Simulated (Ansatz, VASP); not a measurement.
# LiNbO3 in VASP and in Ansatz

```
Li Nb O
1.0
     2.45754    1.41886    5.19279
    -2.45754    1.41886    5.19279
     0.00000   -2.83773    5.19279
Li Nb O
2 2 6
Direct
  0.25000 0.25000 0.25000
  0.75000 0.75000 0.75000
  0.00000 0.00000 0.00000
  0.50000 0.50000 0.50000
  0.13991 0.36009 0.75000
  0.75000 0.13991 0.36009
  0.36009 0.75000 0.13991
  0.86009 0.63991 0.25000
  0.25000 0.86009 0.63991
  0.63991 0.25000 0.86009
```

Alike in both runs: task single point; functional PBE; k mesh 6 × 6 × 6; occupations gaussian, width 0.05 eV; no spin polarisation.

|  | VASP | Ansatz |
| --- | --- | --- |
| version | VASP 6.6.1 | Ansatz 0.2.0 |
| potentials or method | VASP PAW PBE potentials, release 64 (Li_sv, Nb_sv, O), cutoff 520 eV | scalar-relativistic, plane waves, PAW |
| valence electrons in the cell | 68 | 68 |

VASP gave:

| Item | Value |
| --- | --- |
| gap on the k mesh at the Fermi level (eV) | 1.83 |
| least direct gap on the mesh (eV) | 1.94 |
| rms of the force components (eV/Å) | 0.238 |

Estimate Ansatz's values.

gap on the k mesh at the Fermi level (eV): 1.85; least direct gap on the mesh (eV): 1.95; rms of the force components (eV/Å): 0.248.

Atom by atom the forces differ by 0.011 eV/Å (rms over components). The functional is the same, so the differences come from potentials, cutoffs and numerics.

Noted on VASP's run: the cutoff is short for stress, so the pressure is rough.
